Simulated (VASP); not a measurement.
# InSb (Fmmm) in VASP: a series of runs

Runs on InSb. Level: PBE. Tasks: single point.

Everything below comes from runs of VASP 6.6.1. Logs are shortened: lines on timing, memory, paths and dates and some standing lists are left out, and cuts for length are marked.

### 1 The cell of the first run

The structure is orthorhombic, space group Fmmm (No. 69). Conventional cell: a = 5.535 Å, b = 5.781 Å, c = 7.134 Å, α = 90.00°, β = 90.00°, γ = 90.00°. Within 3.6 Å of In (site symmetry mmm) lie 6 Sb at 2.77 to 3.57 Å. Within 3.6 Å of Sb (site symmetry mmm) lie 6 In at 2.77 to 3.57 Å.

### 2 Single point, PBE

INCAR

```
  PREC = Accurate
  ENCUT = 520
  EDIFF = 1E-6
  ISMEAR = 0
  SIGMA = 0.15
  LREAL = F
  LASPH = T
  NELM = 80
  ALGO = Normal
  ISIF = 2
  LWAVE = F
  LCHARG = F
  GGA = PE
  NBANDS = 16
```

KPOINTS

```
Automatic mesh
0
Gamma
  12 12 12
```

POSCAR

```
InSb
1.0
    0.0000000000      3.5672132056      2.7676654181
    2.8906727700      0.0000000000      2.7676654181
    2.8906727700      3.5672132056      0.0000000000
In Sb
1 1
Direct
    0.0000000000      0.0000000000      0.0000000000
    0.5000000000      0.5000000000      0.5000000000
```

Potentials or basis: VASP PAW PBE potentials, release 64 (In_d, Sb).

Command:

```sh
> cat potpaw_PBE.64/In_d/POTCAR potpaw_PBE.64/Sb/POTCAR > POTCAR
> mpirun -np 1 vasp_std > vasp.out
```

OUTCAR:

```text
PREC = Accurate
   ENCUT = 520
   EDIFF = 1E-6
   ISMEAR = 0
   LREAL = F
   LASPH = T
   NELM = 80
   ISIF = 2
   GGA = PE

 ion  position               nearest neighbor table
   1  0.000  0.000  0.000-   2 2.77   2 2.77   2 2.89   2 2.89   2 3.57   2 3.57
   2  0.500  0.500  0.500-   1 2.77   1 2.77   1 2.89   1 2.89   1 3.57   1 3.57

  LATTYP: Found a face centered orthorhombic cell.
 ALAT       =     5.5353308362
 B/A-ratio  =     1.0444444444
 C/A-ratio  =     1.2888888889

  Lattice vectors:

 A1 = (   2.8906727700,   3.5672132056,   0.0000000000)
 A2 = (   0.0000000000,   3.5672132056,   2.7676654181)
 A3 = (   2.8906727700,   0.0000000000,   2.7676654181)

Analysis of symmetry for initial positions (statically):
=====================================================================
 Subroutine PRICEL returns:
 Original cell was already a primitive cell.

 Routine SETGRP: Setting up the symmetry group for a
 face centered orthorhombic supercell.

 Subroutine GETGRP returns: Found  8 space group operations
 (whereof  8 operations were pure point group operations)
 out of a pool of  8 trial point group operations.

The static configuration has the point symmetry D_2h.

Analysis of symmetry for dynamics (positions and initial velocities):
=====================================================================
 Subroutine PRICEL returns:
 Original cell was already a primitive cell.

 Routine SETGRP: Setting up the symmetry group for a
 face centered orthorhombic supercell.

 Subroutine GETGRP returns: Found  8 space group operations
 (whereof  8 operations were pure point group operations)
 out of a pool of  8 trial point group operations.

The dynamic configuration has the point symmetry D_2h.

 Subroutine INISYM returns: Found  8 space group operations
 (whereof  8 operations are pure point group operations),
 and found     1 'primitive' translations

----------------------------------------------------------------------------------------

                                     Primitive cell

  volume of cell :      57.0784

  direct lattice vectors                    reciprocal lattice vectors
     0.000000000  3.567213206  2.767665418    -0.172970114  0.140165438  0.180657675
     2.890672770  0.000000000  2.767665418     0.172970114 -0.140165438  0.180657675
     2.890672770  3.567213206  0.000000000     0.172970114  0.140165438 -0.180657675

  length of vectors
     4.514973081  4.001994619  4.591404918     0.286709271  0.286709271  0.286709271

  position of ions in fractional coordinates (direct lattice)
     0.000000000  0.000000000  0.000000000
     0.500000000  0.500000000  0.500000000

  ion indices of the primitive-cell ions
   primitive index   ion index
                 1           1
                 2           2

----------------------------------------------------------------------------------------

 KPOINTS: Automatic mesh

Automatic generation of k-mesh.
 Grid dimensions read from file:
 generate k-points for:   12   12   12

 Generating k-lattice:

  Cartesian coordinates                     Fractional coordinates (reciprocal lattice)
    -0.014414176  0.011680453  0.015054806     0.083333333  0.000000000 -0.000000000
     0.014414176 -0.011680453  0.015054806     0.000000000  0.083333333  0.000000000
     0.014414176  0.011680453 -0.015054806    -0.000000000  0.000000000  0.083333333

  Length of vectors
     0.023892439  0.023892439  0.023892439

  Shift w.r.t. Gamma in fractional coordinates (k-lattice)
     0.000000000  0.000000000  0.000000000

 Subroutine IBZKPT returns following result:
 ===========================================

 Found    280 irreducible k-points:

 Following reciprocal coordinates:
            Coordinates               Weight
  0.000000  0.000000  0.000000      1.000000
  0.083333 -0.000000 -0.000000      8.000000
  0.166667 -0.000000 -0.000000      8.000000
  0.250000  0.000000  0.000000      8.000000
  0.333333 -0.000000 -0.000000      8.000000
  0.416667  0.000000  0.000000      8.000000
[... 16 lines left out ...]
  0.500000  0.166667  0.000000      8.000000
 -0.416667  0.166667  0.000000      8.000000
 [... further k-points ...]
   k-points           NKPTS =    280   k-points in BZ     NKDIM =    280   number of bands    NBANDS=     16
   number of dos      NEDOS =    301   number of ions     NIONS =      2
   total plane-waves  NPLWV =  38880
   dimension x,y,z NGX =    36 NGY =   30 NGZ =   36
   dimension x,y,z NGXF=    72 NGYF=   60 NGZF=   72
   ions per type =               1   1
   NGX,Y,Z   is equivalent  to a cutoff of  13.26, 12.46, 13.03 a.u.
   NGXF,Y,Z  is equivalent  to a cutoff of  26.51, 24.92, 26.07 a.u.
 SYSTEM =  unknown system
   PREC   = accura    normal or accurate (medium, high low for compatibility)
   ISTART =      0    job   : 0-new  1-cont  2-samecut
   ICHARG =      2    charge: 1-file 2-atom 10-const
   ISPIN  =      1    spin polarized calculation?
   LNONCOLLINEAR =      F non collinear calculations
   LSORBIT =      F    spin-orbit coupling
   LASPH  =      T    aspherical Exc in radial PAW
   ENCUT  =  520.0 eV  38.22 Ry    6.18 a.u.   8.39  7.44  8.54*2*pi/ulx,y,z
   NELM   =     80;   NELMIN=  2; NELMDL= -5     # of ELM steps
   EDIFF  = 0.1E-05   stopping-criterion for ELM
   LREAL  =      F    real-space projection
   EDIFFG = 0.1E-04   stopping-criterion for IOM
   NSW    =      0    number of steps for IOM
   IBRION =     -1    ionic relax: 0-MD 1-quasi-New 2-CG
   NFREE  =      0    steps in history (QN), initial steepest desc. (CG)
   ISIF   =      2    stress and relaxation
   ISYM   =      2    0-nonsym 1-usesym 2-fastsym
   POTIM  = 0.5000    time-step for ionic-motion
   TEBEG  =    0.0;   TEEND  =   0.0 temperature during run
   PSTRESS=    0.0 pullay stress
   NELECT =      18.0000    total number of electrons
   NUPDOWN=      -1.0000    fix difference up-down
   EMIN   =  10.00;   EMAX   =-10.00  energy-range for DOS
   EFERMI =   0.00;   METHOD = LEGACY
   ISMEAR =     0;   SIGMA  =   0.15  broadening in eV -4-tet -1-fermi 0-gaus
   EFERMI_NEDOS =   21; number of points for ismear=-14 and -15
   IALGO  =     38    algorithm
   IMIX   =      4    mixing-type and parameters
     AMIX     =   0.40;   BMIX     =  1.00
     AMIX_MAG =   1.60;   BMIX_MAG =  1.00
  volume/ion in A,a.u.               =      28.54       192.59
  Fermi-wavevector in a.u.,A,eV,Ry     =   1.114316  2.105752 16.894364  1.241701
  Thomas-Fermi vector in A             =   2.250910
   LORBIT       =      0    0 simple, 1 ext, 2 COOP (PROOUT), +10 PAW based schemes
   GGA     = PE    functional components
   LHFCALC =     F    Hartree Fock is set to
   AEXX    =    0.0000 exact exchange contribution
   IVDW    =     0    specifies the selected vdW correction
   LEPSILON=     F    determine dielectric tensor
   LRPA    =     F    only Hartree local field effects (RPA)
 non-spin polarized calculation
 Gauss-broadening in eV      SIGMA  =   0.15
  energy-cutoff  :      520.00
  volume of cell :       57.08
 maximum number of plane-waves:      1558
 NGX is ok and might be reduce to    36
   NGX = 17   NGY = 15   NGZ = 17

 number of electron      17.9999998 magnetization

 Free energy of the ion-electron system (eV)
  ---------------------------------------------------
  ext. energy  EPLUGINS =         0.00000000
  ---------------------------------------------------
  free energy    TOTEN  =        -6.18003198 eV

  energy without entropy =       -6.16770203  energy(sigma->0) =       -6.17386700

 E-fermi :   6.7789     XC(G=0):  -9.7172

 val. band max:        6.7578018099   @ k =   0.2500   0.1667   0.0000
 cond. band min:       6.7804709127   @ k =  -0.2500   0.0833   0.0833
 fundamental gap:      0.0226691028
 Fermi energy:         6.7788902156

 k-point     1 :       0.0000    0.0000    0.0000
  band No.  band energies     occupation
      1      -7.9389      2.00000
      2      -7.8564      2.00000
      3      -7.8495      2.00000
      4      -7.8007      2.00000
      5      -7.7725      2.00000
      6      -4.4168      2.00000
[... 8 lines left out ...]
     15      13.8814      0.00000
     16      14.2981      0.00000

 k-point     2 :       0.0833   -0.0000   -0.0000
  band No.  band energies     occupation
      1      -7.9370      2.00000
      2      -7.8550      2.00000
      3      -7.8509      2.00000
      4      -7.8010      2.00000
      5      -7.7728      2.00000
      6      -4.3457      2.00000
[... 8 lines left out ...]
     15      13.7883      0.00000
     16      13.9452      0.00000

 k-point     3 :       0.1667   -0.0000   -0.0000
  band No.  band energies     occupation
      1      -7.9352      2.00000
      2      -7.8630      2.00000
      3      -7.8402      2.00000
      4      -7.8021      2.00000
      5      -7.7732      2.00000
      6      -4.1337      2.00000
[... 8 lines left out ...]
     15      13.7942      0.00000
     16      14.2099      0.00000

 k-point     4 :       0.2500    0.0000    0.0000
  band No.  band energies     occupation
      1      -7.9404      2.00000
      2      -7.8713      2.00000
      3      -7.8223      2.00000
      4      -7.8035      2.00000
      5      -7.7728      2.00000
      6      -3.7888      2.00000
[... 8 lines left out ...]
     15      14.5816      0.00000
     16      14.7345      0.00000

 k-point     5 :       0.3333   -0.0000   -0.0000
  band No.  band energies     occupation
      1      -7.9522      2.00000
      2      -7.8757      2.00000
      3      -7.8137      2.00000
      4      -7.7944      2.00000
      5      -7.7714      2.00000
      6      -3.3380      2.00000
[... 8 lines left out ...]
     15      15.4639      0.00000
     16      15.9885      0.00000

 k-point     6 :       0.4167    0.0000    0.0000
  band No.  band energies     occupation
      1      -7.9635      2.00000
      2      -7.8774      2.00000
      3      -7.8155      2.00000
      4      -7.7796      2.00000
      5      -7.7697      2.00000
      6      -2.8685      2.00000
[... 8 lines left out ...]
     15      16.3487      0.00000
     16      17.4612      0.00000

 k-point     7 :       0.5000    0.0000    0.0000
  band No.  band energies     occupation
      1      -7.9679      2.00000
      2      -7.8778      2.00000
      3      -7.8166      2.00000
      4      -7.7743      2.00000
      5      -7.7685      2.00000
      6      -2.6312      2.00000
[... 8 lines left out ...]
     15      16.8016      0.00000
     16      17.6071      0.00000

 k-point     8 :       0.0833    0.0833    0.0000
  band No.  band energies     occupation
      1      -7.9316      2.00000
      2      -7.8558      2.00000
      3      -7.8505      2.00000
      4      -7.8015      2.00000
      5      -7.7746      2.00000
      6      -4.3036      2.00000
[... 8 lines left out ...]
     15      14.0765      0.00000
     16      14.4183      0.00000

 k-point     9 :       0.1667    0.0833   -0.0000
  band No.  band energies     occupation
      1      -7.9297      2.00000
      2      -7.8627      2.00000
      3      -7.8392      2.00000
      4      -7.8026      2.00000
      5      -7.7764      2.00000
      6      -4.1166      2.00000
[... 8 lines left out ...]
     15      13.2747      0.00000
     16      14.5189      0.00000
[... 172 lines left out ...]
 k-point    19 :       0.1667    0.1667    0.0000
  band No.  band energies     occupation
      1      -7.9350      2.00000
      2      -7.8584      2.00000
      3      -7.8329      2.00000
      4      -7.8026      2.00000
      5      -7.7802      2.00000
      6      -3.9486      2.00000
[... 8 lines left out ...]
     15      13.7266      0.00000
     16      15.4250      0.00000

 k-point    20 :       0.2500    0.1667    0.0000
  band No.  band energies     occupation
      1      -7.9546      2.00000
      2      -7.8536      2.00000
      3      -7.8159      2.00000
      4      -7.8032      2.00000
      5      -7.7826      2.00000
      6      -3.6345      2.00000
[... 8 lines left out ...]
     15      14.2435      0.00000
     16      15.8184      0.00000

 k-point    21 :       0.3333    0.1667   -0.0000
  band No.  band energies     occupation
      1      -7.9790      2.00000
      2      -7.8519      2.00000
      3      -7.8069      2.00000
      4      -7.7926      2.00000
      5      -7.7819      2.00000
      6      -3.1952      2.00000
[... 8 lines left out ...]
     15      14.6012      0.00000
     16      16.8015      0.00000

 k-point    22 :       0.4167    0.1667   -0.0000
  band No.  band energies     occupation
      1      -7.9991      2.00000
      2      -7.8520      2.00000
      3      -7.8090      2.00000
      4      -7.7801      2.00000
      5      -7.7755      2.00000
      6      -2.6964      2.00000
[... 8 lines left out ...]
     15      15.6843      0.00000
     16      17.8628      0.00000

 k-point    23 :       0.5000    0.1667    0.0000
  band No.  band energies     occupation
      1      -8.0090      2.00000
      2      -7.8532      2.00000
      3      -7.8096      2.00000
      4      -7.7778      2.00000
      5      -7.7694      2.00000
      6      -2.3383      2.00000
[... 8 lines left out ...]
     15      16.1260      0.00000
     16      17.6513      0.00000

 k-point    24 :      -0.4167    0.1667    0.0000
  band No.  band energies     occupation
      1      -8.0066      2.00000
      2      -7.8548      2.00000
      3      -7.8083      2.00000
      4      -7.7780      2.00000
      5      -7.7740      2.00000
      6      -2.4335      2.00000
[... 8 lines left out ...]
     15      15.3824      0.00000
     16      17.4009      0.00000

 [... further k-points ...]
[... 5 lines left out ...]
  --------------------------------------------------------------------------------------
  -------------------------------------------------------------------------------------
  Total        2.8524189     -1.5538742      5.6356957      0.0000000      0.0000000     -0.0000000
  in kB       80.0667705    -43.6169048    158.1927357      0.0000000      0.0000000     -0.0000000
  external PRESSURE =      64.8808671 kB  Pullay stress =       0.0000000 kB

 VOLUME and BASIS-vectors are now :
 -----------------------------------------------------------------------------
  energy-cutoff  :      520.00
  volume of cell :       57.08
      direct lattice vectors                 reciprocal lattice vectors
     0.000000000  3.567213206  2.767665418    -0.172970114  0.140165438  0.180657675
     2.890672770  0.000000000  2.767665418     0.172970114 -0.140165438  0.180657675
     2.890672770  3.567213206  0.000000000     0.172970114  0.140165438 -0.180657675

 POSITION                                       TOTAL-FORCE (eV/Angst)
 -----------------------------------------------------------------------------------
      0.00000      0.00000      0.00000         0.000000     -0.000000      0.000000
      2.89067      3.56721      2.76767         0.000000      0.000000      0.000000
 -----------------------------------------------------------------------------------
    total drift:                               -0.000000      0.000000      0.000000

  FREE ENERGIE OF THE ION-ELECTRON SYSTEM (eV)
  ---------------------------------------------------
  free  energy   TOTEN  =        -6.1800319826 eV

  energy  without entropy=       -6.1677020261  energy(sigma->0) =       -6.17386700
```

It used 370 s of CPU time on 1 thread of AMD EPYC 7R13 Processor (Zen 3) (shared host).

Results:

- Free energy: -6.1800 eV
- Pressure: 6.5 GPa
- Band gap on the k mesh: zero (band 9 reaches 7.76 eV, above the bottom of band 10 at 5.02 eV)

Levels at points of the mesh, in eV from the Fermi level:
```tsv
k point	band 7	band 8	band 9	band 10	band 11	band 12
(0.00, 0.00, 0.00)	-0.99	-0.44	0.06	0.49	3.61	5.48
(0.50, 0.00, 0.00)	-6.75	-0.45	0.98	1.06	2.94	3.69
(0.50, 0.50, 0.00)	-4.66	-3.89	-3.63	-1.39	3.07	5.43
(0.50, 0.00, 0.50)	-4.39	-1.89	-1.48	-1.36	3.90	8.30
(0.00, 0.50, 0.50)	-4.69	-3.64	-3.61	-0.91	3.34	4.89
```

Caveat: the cell differs from its parent crystal (strain +e along x and -e along y -0.1100, strain +e along z and -e/2 along x and y -0.1000); spin-orbit coupling is left out, which moves the levels of the heavy elements.

### 3 Single point, PBE

INCAR

```
PREC = Accurate ; ENCUT = 520
EDIFF = 1E-6 ; ISMEAR = 0
SIGMA = 0.15 ; LREAL = False
LASPH = True ; NELM = 100
ALGO = Normal ; ISIF = 2
LWAVE = False ; LCHARG = False
GGA = PE ; NBANDS = 16
```

KPOINTS is that of step 2.

POSCAR

```
InSb
1.0
    0.0000000000      3.4903336106      2.9214246080
    2.8137931751      0.0000000000      2.9214246080
    2.8137931751      3.4903336106      0.0000000000
In Sb
1 1
Direct
    0.0000000000      0.0000000000      0.0000000000
    0.5000000000      0.5000000000      0.5000000000
```

Potentials or basis: VASP PAW PBE potentials, release 64 (In_d, Sb).

Command:

```sh
> cat potpaw_PBE.64/In_d/POTCAR potpaw_PBE.64/Sb/POTCAR > POTCAR
> mpirun -np 1 vasp_std > vasp.out
```

Wall time 6.8 min (1 thread of AMD EPYC 7R13 (Zen 3), shared host); peak memory 0.37 GiB.

Results (log left out):

| Property | Result |
| --- | --- |
| Free energy | -6.3226 eV |
| Pressure | 4.6 GPa |
| Band gap on the k mesh | zero (band 9 reaches 7.62 eV, above the bottom of band 10 at 4.89 eV) |

Stress tensor (GPa, compression positive):
```
11.92  0.00  0.00
 0.00 -4.33  0.00
 0.00  0.00  6.20
```

Levels at points of the mesh, in eV from the Fermi level:
```
           k point  band 5  band 6  band 7  band 8  band 9  band 10  band 11  band 12  band 13  band 14
(0.00, 0.00, 0.00)  -14.51  -11.11   -0.87   -0.41   -0.12     0.65     3.63     5.54     6.02     6.71
(0.50, 0.00, 0.00)  -14.51   -9.34   -6.65   -0.35    0.86     1.20     2.85     3.45     4.00     9.66
(0.50, 0.50, 0.00)  -14.48   -8.11   -4.61   -3.60   -3.42    -1.09     3.28     5.28     9.25     9.69
(0.50, 0.00, 0.50)  -14.49   -9.70   -4.38   -1.91   -1.82    -1.46     3.79     8.35     8.48     9.69
(0.00, 0.50, 0.50)  -14.48   -7.88   -4.59   -3.86   -3.40    -1.50     3.06     5.74     9.38    10.08
```

Caveat: the cell differs from its parent crystal (strain +e along x and -e along y -0.1100, strain +e along z and -e/2 along x and y -0.0500); spin-orbit coupling is left out, which moves the levels of the heavy elements.

(Continued in part 2 of 2.)
